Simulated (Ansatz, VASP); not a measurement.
## Mg2ZnS3: VASP beside Ansatz

File INCAR:

```
SYSTEM = Mg2ZnS3
PREC = Accurate
ENCUT = 600
EDIFF = 1E-6
ISMEAR = 0
SIGMA = 0.02
LREAL = .False.
LASPH = .True.
NELM = 60
ALGO = Normal
ISIF = 3
LWAVE = .False.
LCHARG = .False.
GGA = PE
IBRION = 2
NSW = 100
EDIFFG = -0.01
```

Contents of KPOINTS:

```
regular mesh
0
Gamma
  8 8 8
  0 0 0
```

Contents of POSCAR:

```
Mg2ZnS3
1.0
   -1.9818712000      1.9818712000      8.4380818000
    1.9818712000     -1.9818712000      8.4380818000
    1.9818712000      1.9818712000     -8.4380818000
Mg Zn S
2 1 3
Direct
    0.8361130000      0.8361130000      0.0000000000
    0.1638870000      0.1638870000      0.0000000000
    0.5000000000      0.5000000000      0.0000000000
    0.4219360000      0.9219360000      0.5000000000
    0.0780640000      0.5780640000      0.5000000000
    0.7500000000      0.2500000000      0.5000000000
```

Input for Ansatz:

```yaml
crystal:
  lattice:
    - [-1.9818712, 1.9818712, 8.4380818]
    - [1.9818712, -1.9818712, 8.4380818]
    - [1.9818712, 1.9818712, -8.4380818]
  atoms:
    - { symbol: Mg, position: [0.836113, 0.836113, 0.0] }
    - { symbol: Mg, position: [0.163887, 0.163887, 0.0] }
    - { symbol: Zn, position: [0.5, 0.5, 0.0] }
    - { symbol: S, position: [0.421936, 0.921936, 0.5] }
    - { symbol: S, position: [0.078064, 0.578064, 0.5] }
    - { symbol: S, position: [0.75, 0.25, 0.5] }
basis:
  ecutwfc: 420
kpoints:
  mp_grid: { grid: [8, 8, 8] }
hamiltonian:
  xc: pbe
scf:
  occupations: { method: gaussian, width: 0.02 }
output:
  forces: true
  stress: true
  eigenvalues: true
  write_density: true
  write_potential: true
  elf: true
  volumetric_format: npy
relax:
  adjacent_minimum: "off"
  f_tol: 0.01
  max_steps: 80
  cell: { stress_tol: 0.05 }
```

Alike in both runs: task relaxation of cell and atoms; functional PBE; k mesh 8 × 8 × 8; occupations gaussian, width 0.02 eV; no spin polarisation.

|  | VASP | Ansatz |
| --- | --- | --- |
| version | VASP 6.6.1 | Ansatz 0.2.0 |
| potentials or method | VASP PAW PBE potentials, release 64 (Mg, Zn, S), cutoff 600 eV | scalar-relativistic, plane waves, PAW |
| valence electrons in the cell | 34 | 50 |

```tsv
	VASP	Ansatz	Ansatz less VASP
gap on the k mesh at the Fermi level, each at its own relaxed structure (eV)	2.78	2.78	-0.002
relaxed volume (Å³/atom)	22.08	22.10	+0.017
relaxed cell length with the largest relative difference (Å)	8.890	8.891	+0.0016
```

VASP's potentials hold 34 valence electrons a cell and Ansatz's 50, so a difference there can come from the potentials and not from the codes.
